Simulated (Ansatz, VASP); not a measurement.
**Be4Pd in VASP and in Ansatz**

```xyz
5
Lattice="3.6826 0.0000 0.0000 0.0000 3.6826 0.0000 0.0000 0.0000 3.6826" Properties=species:S:1:pos:R:3 pbc="T T T"
Be    0.0000    1.8413    1.8413
Be    1.8413    0.0000    1.8413
Be    1.8413    1.8413    0.0000
Be    1.8413    1.8413    1.8413
Pd    0.0000    0.0000    0.0000
```

Alike in both runs: task relaxation of cell and atoms; functional PBE; k mesh 6 × 6 × 6; occupations gaussian, width 0.1 eV; no spin polarisation.

|  | VASP | Ansatz |
| --- | --- | --- |
| version | VASP 6.6.1 | Ansatz 0.2.0 |
| potentials or method | VASP PAW PBE potentials, release 64 (Be, Pd), cutoff 600 eV | scalar-relativistic, plane waves, PAW |
| valence electrons in the cell | 18 | 26 |

|  | VASP | Ansatz | Ansatz less VASP |
| --- | --- | --- | --- |
| gap on the k mesh at the Fermi level, each at its own relaxed structure (eV) | none | none | - |
| relaxed volume (Å³/atom) | 10.46 | 10.44 | -0.019 |
| relaxed length of the cell vector where the two differ most in proportion (Å) | 3.739 | 3.737 | -0.0022 |

A gap of «none» marks a metal or a gap that the smearing closes. VASP's potentials hold 18 valence electrons a cell and Ansatz's 26, so a difference there can come from the potentials and not from the codes.
